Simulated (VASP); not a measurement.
Au, 1 atom in the cell. Symmetry: Fm-3m, No. 225, cubic system. The conventional cell has a = 4.164 Å, b = 4.164 Å, c = 4.164 Å, α = 90.00°, β = 90.00°, γ = 90.00°. Within 3.9 Å of Au (site symmetry m-3m) lie 12 Au at 2.94 Å. 

* Program: VASP 6.6.1
* Task: single point
* Functional: PBE
* Potentials or basis: VASP PAW PBE potentials, release 64 (Au)
* Cutoff: 520 eV
* k mesh: 18 × 18 × 18
* Occupations: gaussian, width 0.05 eV
* Spin: no spin polarisation
* Dipole correction: no
* Further INCAR settings: ALGO = Normal; EDIFF = 1e-06; NBANDS = 12

Potentials or basis: VASP PAW PBE potentials, release 64 (Au).

Run with:

```bash
$ cat potpaw_PBE.64/Au/POTCAR > POTCAR
$ mpirun -np 1 vasp_std > vasp.out
```

Hardware: 1 thread of AMD EPYC 7R13, with other jobs on the host.

Problem. How long does it take, and how much memory?

Solution. Run time: 67 s on 1 thread of AMD EPYC 7R13 (shared host), peak memory 0.14 GiB. Counts: scf iterations 11, k points 195.
